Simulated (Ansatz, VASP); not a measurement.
**Si: VASP beside Ansatz**

```
CELL_PARAMETERS angstrom
0.00000 2.71547 2.71547
2.71547 0.00000 2.71547
2.71547 2.71547 0.00000
ATOMIC_POSITIONS crystal
Si 0.50000 0.50000 0.50000
Si 0.75000 0.75000 0.75000
```

Alike in both runs: task single point; functional PBE; k mesh 11 × 11 × 11; occupations gaussian, width 0.05 eV; no spin polarisation.

```csv
,VASP,Ansatz
version,VASP 6.6.1,Ansatz 0.2.0
potentials or method,"VASP PAW PBE potentials, release 64 (Si), cutoff 520 eV","all-electron LAPW, scalar-relativistic"
```

```tsv
	VASP	Ansatz	Ansatz less VASP
gap on the k mesh at the Fermi level (eV)	0.60	0.60	0.000
pressure (GPa)	1.9	2.0	+0.05
```

Ansatz ran all-electron here, and VASP with PAW potentials.
